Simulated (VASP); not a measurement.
Input of a VASP 6.6.1 run:

INCAR

```
SYSTEM = Pb
PREC = Accurate ; ENCUT = 520
EDIFF = 1E-6 ; ISMEAR = 0
SIGMA = 0.02 ; LREAL = .False.
LASPH = .True. ; NELM = 100
ALGO = Fast ; ISIF = 2
LWAVE = .False. ; LCHARG = .False.
GGA = PS ; NBANDS = 13
```

Contents of KPOINTS:

```
regular mesh
0
Gamma
  9 9 9
  0 0 0
```

The input POSCAR:

```
Pb
1.0
   -1.9796595667      1.9796595667      1.9796595667
    1.9796595667     -1.9796595667      1.9796595667
    1.9796595667      1.9796595667     -1.9796595667
Pb
1
Direct
    0.0000000000      0.0000000000      0.0000000000
```

Potentials or basis: VASP PAW PBE potentials, release 64 (Pb_d).

The run is started by

```sh
$ cat potpaw_PBE.64/Pb_d/POTCAR > POTCAR
$ mpirun -np 1 vasp_std > vasp.out
```

Problem. What does it give for the pressure?

Solution. -2.1 GPa.

Problem. What does it give for the band gap on the k mesh?

Solution. Zero (band 7 reaches 14.27 eV, above the bottom of band 8 at 4.83 eV).

Caveat: the PAW data sets were made with another functional, which shifts forces and pressure a little; spin-orbit coupling is left out, which moves the levels of the heavy elements.
